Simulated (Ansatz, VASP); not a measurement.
# Au in VASP and in Ansatz

```
Au
1.0
     2.65300    0.00000    0.00000
     0.00000    2.65300    0.00000
     0.00000    0.00000    2.65300
Au
1
Cartesian
  0.0000 0.0000 0.0000
```

Change from the starting cell: volume scaled by 0.9, LAPW.

Alike in both runs: task single point; functional PBE; k mesh 14 × 14 × 14; occupations fermi-dirac, width 0.1 eV; no spin polarisation.

```csv
,VASP,Ansatz
version,VASP 6.6.1,Ansatz 0.2.0
potentials or method,"VASP PAW PBE potentials, release 64 (Au), cutoff 520 eV","all-electron LAPW, scalar-relativistic"
```

VASP gave:

| Item | Value |
| --- | --- |
| pressure (GPa) | 14.6 |

Estimate Ansatz's values.

pressure (GPa): 14.9.

Ansatz ran all-electron here, and VASP with PAW potentials.

Neither program's run includes spin-orbit coupling.
